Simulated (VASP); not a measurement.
# BN (P1) in VASP: notebook

The runs below take BN through single point, with PBEsol, LDA.

All numbers are computed with VASP 6.6.1; they aren't measurements. Logs are shortened: lines on timing, memory, paths and dates and some standing lists are left out, and cuts for length are marked.

### 1 The cell of the first run

The typed cell holds 2 atoms: a = 2.474 Å, b = 2.474 Å, c = 3.230 Å, α = 101.11°, β = 101.11°, γ = 119.81°.

### 2 Single point, PBEsol (7.92 Å³/atom)

INCAR

```
PREC = Accurate
ENCUT = 520
EDIFF = 1E-7
ISMEAR = -1
SIGMA = 0.05
LREAL = F
LASPH = T
NELM = 80
ALGO = Normal
ISIF = 2
LWAVE = F
LCHARG = F
GGA = PS
NBANDS = 11
```

KPOINTS

```
regular mesh
0
Gamma
  13 13 9
```

POSCAR

```
BN
1.0
    2.4741443238      0.0000000000      0.0000000000
   -1.2298612564      2.1468189082      0.0000000000
   -0.6221415337     -1.0734094541      2.9816898573
N B
1 1
Direct
    0.6685060000      0.3323850000      0.9849990000
    0.9796430000      0.9834990000      0.0018060000
```

Potentials or basis: VASP PAW PBE potentials, release 64 (N, B).

On the command line:

```
$ cat potpaw_PBE.64/N/POTCAR potpaw_PBE.64/B/POTCAR > POTCAR
$ mpirun -np 1 vasp_std > vasp.out
```

OUTCAR:

```text
PREC = Accurate
   ENCUT = 520
   EDIFF = 1E-7
   ISMEAR = -1
   LREAL = F
   LASPH = T
   NELM = 80
   ISIF = 2
   GGA = PS

 ion  position               nearest neighbor table
   1  0.669  0.332  0.985-   2 1.38   2 1.42   2 1.50
   2  0.980  0.983  0.002-   1 1.38   1 1.42   1 1.50

  LATTYP: Found a face centered orthorhombic cell.
 ALAT       =     2.4813447516
 B/A-ratio  =     1.7253460765
 C/A-ratio  =     2.4032854406

  Lattice vectors:

 A1 = (  -1.8520027901,   1.0734094541,   2.9816898573)
 A2 = (   0.6221415337,   1.0734094541,   2.9816898573)
 A3 = (  -1.2298612564,   2.1468189082,   0.0000000000)

Analysis of symmetry for initial positions (statically):
=====================================================================
 Subroutine PRICEL returns:
 Original cell was already a primitive cell.

 Routine SETGRP: Setting up the symmetry group for a
 face centered orthorhombic supercell.

 Subroutine GETGRP returns: Found  1 space group operations
 (whereof  1 operations were pure point group operations)
 out of a pool of  8 trial point group operations.

The static configuration has the point symmetry C_1 .

Analysis of symmetry for dynamics (positions and initial velocities):
=====================================================================
 Subroutine PRICEL returns:
 Original cell was already a primitive cell.

 Routine SETGRP: Setting up the symmetry group for a
 face centered orthorhombic supercell.

 Subroutine GETGRP returns: Found  1 space group operations
 (whereof  1 operations were pure point group operations)
 out of a pool of  8 trial point group operations.

The dynamic configuration has the point symmetry C_1 .

 Subroutine INISYM returns: Found  1 space group operations
 (whereof  1 operations are pure point group operations),
 and found     1 'primitive' translations

----------------------------------------------------------------------------------------

                                     Primitive cell

  volume of cell :      15.8374

  direct lattice vectors                    reciprocal lattice vectors
     2.474144324  0.000000000  0.000000000     0.404180140  0.231545145  0.167690143
    -1.229861256  2.146818908  0.000000000     0.000000000  0.465805474  0.167690143
    -0.622141534 -1.073409454  2.981689857     0.000000000  0.000000000  0.335380287

  length of vectors
     2.474144324  2.474144324  3.229511163     0.495070423  0.495070423  0.335380287

  position of ions in fractional coordinates (direct lattice)
     0.668506000  0.332385000  0.984999000
     0.979643000  0.983499000  0.001806000

  ion indices of the primitive-cell ions
   primitive index   ion index
                 1           1
                 2           2

----------------------------------------------------------------------------------------

 KPOINTS: regular mesh

Automatic generation of k-mesh.
 Grid dimensions read from file:
 generate k-points for:   13   13    9

 Generating k-lattice:

  Cartesian coordinates                     Fractional coordinates (reciprocal lattice)
     0.031090780  0.017811165  0.012899242     0.076923077  0.000000000  0.000000000
     0.000000000  0.035831190  0.012899242     0.000000000  0.076923077  0.000000000
     0.000000000  0.000000000  0.037264476     0.000000000  0.000000000  0.111111111

  Length of vectors
     0.038082340  0.038082340  0.037264476

  Shift w.r.t. Gamma in fractional coordinates (k-lattice)
     0.000000000  0.000000000  0.000000000

 -----------------------------------------------------------------------------
|                                                                             |
|           W    W    AA    RRRRR   N    N  II  N    N   GGGG   !!!           |
|           W    W   A  A   R    R  NN   N  II  NN   N  G    G  !!!           |
|           W    W  A    A  R    R  N N  N  II  N N  N  G       !!!           |
|           W WW W  AAAAAA  RRRRR   N  N N  II  N  N N  G  GGG   !            |
|           WW  WW  A    A  R   R   N   NN  II  N   NN  G    G                |
|           W    W  A    A  R    R  N    N  II  N    N   GGGG   !!!           |
|                                                                             |
|     Your reciprocal lattice and k-lattice belong to different lattice       |
|     classes:                                                                |
|                                                                             |
|        The reciprocal lattice is body-centered orthorhombic,                |
|        whereas your k-lattice is base-centered monoclinic.                  |
|                                                                             |
|     Results are often still useful ...                                      |
|                                                                             |
 -----------------------------------------------------------------------------

 WARNING: IBZKPT: internal override: KBLOWUP is changed to .FALSE.
      ... skipping the blow-up phase ...

 Subroutine IBZKPT returns following result:
 ===========================================

 Found    761 irreducible k-points:

 Following reciprocal coordinates:
            Coordinates               Weight
  0.000000  0.000000  0.000000      1.000000
  0.076923  0.000000 -0.000000      2.000000
  0.153846  0.000000 -0.000000      2.000000
  0.230769  0.000000  0.000000      2.000000
  0.307692  0.000000 -0.000000      2.000000
  0.384615  0.000000  0.000000      2.000000
[... 16 lines left out ...]
  0.153846  0.153846 -0.000000      2.000000
  0.230769  0.153846  0.000000      2.000000
 [... further k-points ...]
   k-points           NKPTS =    761   k-points in BZ     NKDIM =    761   number of bands    NBANDS=     11
   number of dos      NEDOS =    301   number of ions     NIONS =      2
   total plane-waves  NPLWV =   7776
   dimension x,y,z NGX =    18 NGY =   18 NGZ =   24
   dimension x,y,z NGXF=    36 NGYF=   36 NGZF=   48
   ions per type =               1   1
   NGX,Y,Z   is equivalent  to a cutoff of  12.09, 12.09, 12.35 a.u.
   NGXF,Y,Z  is equivalent  to a cutoff of  24.19, 24.19, 24.71 a.u.
 SYSTEM =  unknown system
   PREC   = accura    normal or accurate (medium, high low for compatibility)
   ISTART =      0    job   : 0-new  1-cont  2-samecut
   ICHARG =      2    charge: 1-file 2-atom 10-const
   ISPIN  =      1    spin polarized calculation?
   LNONCOLLINEAR =      F non collinear calculations
   LSORBIT =      F    spin-orbit coupling
   LASPH  =      T    aspherical Exc in radial PAW
   ENCUT  =  520.0 eV  38.22 Ry    6.18 a.u.   4.60  4.60  6.00*2*pi/ulx,y,z
   NELM   =     80;   NELMIN=  2; NELMDL= -5     # of ELM steps
   EDIFF  = 0.1E-06   stopping-criterion for ELM
   LREAL  =      F    real-space projection
   EDIFFG = 0.1E-05   stopping-criterion for IOM
   NSW    =      0    number of steps for IOM
   IBRION =     -1    ionic relax: 0-MD 1-quasi-New 2-CG
   NFREE  =      0    steps in history (QN), initial steepest desc. (CG)
   ISIF   =      2    stress and relaxation
   ISYM   =      2    0-nonsym 1-usesym 2-fastsym
   POTIM  = 0.5000    time-step for ionic-motion
   TEBEG  =    0.0;   TEEND  =   0.0 temperature during run
   PSTRESS=    0.0 pullay stress
   NELECT =       8.0000    total number of electrons
   NUPDOWN=      -1.0000    fix difference up-down
   EMIN   =  10.00;   EMAX   =-10.00  energy-range for DOS
   EFERMI =   0.00;   METHOD = LEGACY
   ISMEAR =    -1;   SIGMA  =   0.05  broadening in eV -4-tet -1-fermi 0-gaus
   EFERMI_NEDOS =   21; number of points for ismear=-14 and -15
   IALGO  =     38    algorithm
   IMIX   =      4    mixing-type and parameters
     AMIX     =   0.40;   BMIX     =  1.00
     AMIX_MAG =   1.60;   BMIX_MAG =  1.00
  volume/ion in A,a.u.               =       7.92        53.44
  Fermi-wavevector in a.u.,A,eV,Ry     =   1.303799  2.463822 23.128420  1.699891
  Thomas-Fermi vector in A             =   2.434777
   LORBIT       =      0    0 simple, 1 ext, 2 COOP (PROOUT), +10 PAW based schemes
   GGA     = PS    functional components
   LHFCALC =     F    Hartree Fock is set to
   AEXX    =    0.0000 exact exchange contribution
   IVDW    =     0    specifies the selected vdW correction
   LEPSILON=     F    determine dielectric tensor
   LRPA    =     F    only Hartree local field effects (RPA)
 non-spin polarized calculation
  energy-cutoff  :      520.00
  volume of cell :       15.84
 maximum number of plane-waves:       446
   NGX =  9   NGY =  9   NGZ = 11

 number of electron       7.9999999 magnetization

 Free energy of the ion-electron system (eV)
  ---------------------------------------------------
  ext. energy  EPLUGINS =         0.00000000
  ---------------------------------------------------
  free energy    TOTEN  =       -18.10531730 eV

  energy without entropy =      -18.10531730  energy(sigma->0) =      -18.10531730

 E-fermi :   4.6610     XC(G=0): -11.0986

 val. band max:        3.7557781529   @ k =   0.3846   0.3846   0.1111
 cond. band min:       6.4321545641   @ k =  -0.4615  -0.4615   0.4444
 fundamental gap:      2.6763764112
 Fermi energy:         4.6609703292

 k-point     1 :       0.0000    0.0000    0.0000
  band No.  band energies     occupation
      1     -14.8730      2.00000
      2      -0.2840      2.00000
      3       1.2305      2.00000
      4       2.8836      2.00000
      5       9.0774      0.00000
      6      14.1204      0.00000
      7      16.2440      0.00000
      8      17.0263      0.00000
      9      19.1982      0.00000
     10      29.4234      0.00000
     11      31.2456      0.00000

 k-point     2 :       0.0769    0.0000   -0.0000
  band No.  band energies     occupation
      1     -14.7416      2.00000
      2      -0.2203      2.00000
      3       1.0335      2.00000
      4       2.3177      2.00000
      5       9.4043      0.00000
      6      14.2060      0.00000
      7      16.5613      0.00000
      8      16.7532      0.00000
      9      19.5046      0.00000
     10      29.1168      0.00000
     11      29.8061      0.00000

 k-point     3 :       0.1538    0.0000   -0.0000
  band No.  band energies     occupation
      1     -14.3535      2.00000
      2      -0.0313      2.00000
      3       0.4899      2.00000
      4       0.9662      2.00000
      5      10.2206      0.00000
      6      14.3582      0.00000
      7      15.4210      0.00000
      8      18.0710      0.00000
      9      20.3458      0.00000
     10      26.3440      0.00000
     11      30.1716      0.00000

 k-point     4 :       0.2308    0.0000    0.0000
  band No.  band energies     occupation
      1     -13.7296      2.00000
      2      -0.9918      2.00000
      3      -0.0014      2.00000
      4       0.3706      2.00000
      5      11.1690      0.00000
      6      13.7075      0.00000
      7      14.7617      0.00000
      8      20.0151      0.00000
      9      21.4684      0.00000
     10      24.3167      0.00000
     11      29.1688      0.00000

 k-point     5 :       0.3077    0.0000   -0.0000
  band No.  band energies     occupation
      1     -12.9182      2.00000
      2      -2.8101      2.00000
      3      -0.5875      2.00000
      4       0.8704      2.00000
      5      11.0187      0.00000
      6      13.0578      0.00000
      7      15.2546      0.00000
      8      21.8160      0.00000
      9      22.5953      0.00000
     10      23.5067      0.00000
     11      28.1828      0.00000
[... 211 lines left out ...]
 k-point    21 :       0.0000    0.1538   -0.0000
  band No.  band energies     occupation
      1     -14.3716      2.00000
      2      -0.3007      2.00000
      3       0.0789      2.00000
      4       1.8590      2.00000
      5      10.1423      0.00000
      6      14.9617      0.00000
      7      15.2313      0.00000
      8      16.8565      0.00000
      9      20.7279      0.00000
     10      26.9202      0.00000
     11      30.1549      0.00000

 k-point    22 :       0.0769    0.1538    0.0000
  band No.  band energies     occupation
      1     -13.9835      2.00000
      2      -0.9638      2.00000
      3       0.1663      2.00000
      4       0.9898      2.00000
      5      10.9329      0.00000
      6      14.2086      0.00000
      7      15.0834      0.00000
      8      18.0564      0.00000
      9      21.5509      0.00000
     10      24.5077      0.00000
     11      29.8894      0.00000

 k-point    23 :       0.1538    0.1538   -0.0000
  band No.  band energies     occupation
      1     -13.3713      2.00000
      2      -1.8722      2.00000
      3      -0.2718      2.00000
      4       0.4836      2.00000
      5      11.4462      0.00000
      6      13.6602      0.00000
      7      15.5581      0.00000
      8      19.0675      0.00000
      9      21.8543      0.00000
     10      23.5278      0.00000
     11      29.5567      0.00000

 k-point    24 :       0.2308    0.1538    0.0000
  band No.  band energies     occupation
      1     -12.5874      2.00000
      2      -3.0418      2.00000
      3      -1.3678      2.00000
      4       0.9818      2.00000
      5      10.6828      0.00000
      6      14.1971      0.00000
      7      16.1881      0.00000
      8      19.8997      0.00000
      9      21.1106      0.00000
     10      24.9404      0.00000
     11      28.8305      0.00000

 [... further k-points ...]
[... 5 lines left out ...]
  --------------------------------------------------------------------------------------
  -------------------------------------------------------------------------------------
  Total        0.9307023      2.5392460      0.6119307     -0.6808394      0.1320701      0.0628734
  in kB       94.1539287    256.8812756     61.9055949    -68.8766994     13.3607939      6.3605461
  external PRESSURE =     137.6469331 kB  Pullay stress =       0.0000000 kB

 VOLUME and BASIS-vectors are now :
 -----------------------------------------------------------------------------
  energy-cutoff  :      520.00
  volume of cell :       15.84
      direct lattice vectors                 reciprocal lattice vectors
     2.474144324  0.000000000  0.000000000     0.404180140  0.231545145  0.167690143
    -1.229861256  2.146818908  0.000000000     0.000000000  0.465805474  0.167690143
    -0.622141534 -1.073409454  2.981689857     0.000000000  0.000000000  0.335380287

 POSITION                                       TOTAL-FORCE (eV/Angst)
 -----------------------------------------------------------------------------------
      0.63238     -0.34374      2.93696        -1.836719     -2.303145      0.553389
      1.21309      2.10946      0.00538         1.836719      2.303145     -0.553389
 -----------------------------------------------------------------------------------
    total drift:                                0.000055     -0.000251     -0.000029

  FREE ENERGIE OF THE ION-ELECTRON SYSTEM (eV)
  ---------------------------------------------------
  free  energy   TOTEN  =       -18.1053173009 eV

  energy  without entropy=      -18.1053173008  energy(sigma->0) =      -18.10531730
```

Wall time 1.7 min (1 thread of Intel Xeon 8259CL, shared host); peak memory 0.23 GiB.

What came out:

| Quantity | Value |
| --- | --- |
| Free energy | -18.1053 eV |
| Pressure | 13.8 GPa |
| Largest force | 2.997 eV/Å |
| Band gap on the k mesh | 2.68 eV (least direct gap 4.56 eV) |

Forces in eV/Å, atoms in the order of the input:
```
N   -1.837 -2.303  0.553
B    1.837  2.303 -0.553
```

Stress tensor (GPa, compression positive):
```
 9.42 -6.89  0.64
-6.89 25.69  1.34
 0.64  1.34  6.19
```

Levels at points of the mesh, in eV from the valence-band top:
```csv
k point,band 2,band 3,band 4,band 5,band 6,band 7
"(0.00, 0.00, 0.00)",-4.04,-2.53,-0.87,5.32,10.36,12.49
```

Caveat: the cell stands under pressure; the PAW data sets were made with another functional, which shifts forces and pressure a little; an odd mesh through Γ misses points on the zone boundary, where band edges can lie.

### 3 Single point, LDA (8.41 Å³/atom)

This run uses another cell than the first one, of 8.41 Å³/atom.

INCAR

```
SYSTEM = BN
ALGO = Normal ; EDIFF = 1E-6
ENCUT = 520 ; ISIF = 2
ISMEAR = -1 ; LASPH = .True.
LCHARG = .False. ; LREAL = .False.
LWAVE = .False. ; NBANDS = 11
NELM = 100 ; PREC = Accurate
SIGMA = 0.05
```

KPOINTS

```
k-points
0
Gamma
  13 13 9
  0 0 0
```

POSCAR

```
BN
1.0
    2.5246509505      0.0000000000      0.0000000000
   -1.2549673680      2.1906435874      0.0000000000
   -0.6348417913     -1.0953217937      3.0425574046
N B
1 1
Direct
    0.6685060000      0.3323850000      0.9849990000
    0.9796430000      0.9834990000      0.0018060000
```

Potentials or basis: VASP PAW LDA potentials, release 64 (N, B).

On the command line:

```
$ cat potpaw_LDA.64/N/POTCAR potpaw_LDA.64/B/POTCAR > POTCAR
$ mpirun -np 1 vasp_std > vasp.out
```

Run time: 2.1 min. Hardware: 1 thread of Intel Xeon 8259CL, shared host; peak memory 0.23 GiB.

Results (log left out):

```
Free energy            : -19.1426 eV
Pressure               : -8.5 GPa
Largest force          : 2.580 eV/Å
Band gap on the k mesh : 2.64 eV (least direct gap 4.35 eV)
```

Forces in eV/Å, atoms in the order of the input:
```
N   -1.560 -1.957  0.628
B    1.560  1.957 -0.628
```

Stress tensor (GPa, compression positive):
```
-19.08  -4.12   0.49
 -4.12  -9.13   1.11
  0.49   1.11   2.68
```

Levels at points of the mesh, in eV from the valence-band top:
| k point | band 1 | band 2 | band 3 | band 4 | band 5 | band 6 | band 7 | band 8 |
| --- | --- | --- | --- | --- | --- | --- | --- | --- |
| (0.00, 0.00, 0.00) | -18.02 | -3.83 | -2.57 | -0.96 | 5.10 | 9.83 | 11.93 | 12.41 |

Caveat: the cell stands under tension; an odd mesh through Γ misses points on the zone boundary, where band edges can lie; forces of over 1 eV/Å act on the atoms, so gaps and moduli don't describe the material at rest.

[end of part 1 of 2]
